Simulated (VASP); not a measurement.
Set up this calculation in VASP 6.6.1, as the native input.

| Quantity | Value |
| --- | --- |
| Task | relaxation of cell and atoms |
| Functional | PBE |
| Potentials or basis | VASP PAW PBE potentials, release 64 (B) |
| Cutoff | 600 eV |
| k mesh | 12 × 12 × 26 |
| Occupations | gaussian, width 0.1 eV |
| Spin | no spin polarisation |
| Dipole correction | no |
| Further INCAR settings | ALGO = Normal; EDIFF = 1e-06; IBRION = 2; EDIFFG = -0.01; NSW = 100; ISIF = 3 |

The structure of B lies in POSCAR:

```
B
1.0
    4.3252029122      0.0000000000      0.0000000000
   -2.1626014561      3.7457355985      0.0000000000
    0.0000000000      0.0000000000      1.5961792004
B
3
Direct
    0.0000000000      0.0000000000      0.0000000000
    0.3333333333      0.6666666667      0.5000000000
    0.6666666667      0.3333333333      0.5000000000
```

This isn't the form of B at room conditions, which is rhombohedral.

These files were run (other wordings do the same):

INCAR

```
SYSTEM = B
ALGO = Normal ; EDIFF = 1E-6
EDIFFG = -0.01 ; ENCUT = 600
GGA = PE ; IBRION = 2
ISIF = 3 ; ISMEAR = 0
LASPH = .TRUE. ; LCHARG = .FALSE.
LREAL = .FALSE. ; LWAVE = .FALSE.
NELM = 80 ; NSW = 100
PREC = Accurate ; SIGMA = 0.1
```

KPOINTS

```
k-points
0
G
  12 12 26
  0 0 0
```

Potentials or basis: VASP PAW PBE potentials, release 64 (B).

Run with:

```sh
$ cat potpaw_PBE.64/B/POTCAR > POTCAR
$ mpirun -np 1 vasp_std > vasp.out
```

It gave:

| Item | Value |
| --- | --- |
| Relaxed volume | 8.50 Å³/atom |
| Relaxed cell | a = 4.292 Å, b = 4.292 Å, c = 1.598 Å, α = 90.00°, β = 90.00°, γ = 120.00° |
| Space group after relaxing (to 0.1 Å) | P6/mmm (No. 191) |
| Energy gained by relaxing | 0.3 meV/atom |
| Ionic steps | 10 |
| Pressure after relaxing | 0.0 GPa |
| Band gap on the k mesh | zero (an odd number of electrons rules out a gap without spin polarisation) |

Run time: 2.6 min on 1 thread of Intel Xeon 8259CL (shared host), peak memory 0.19 GiB.
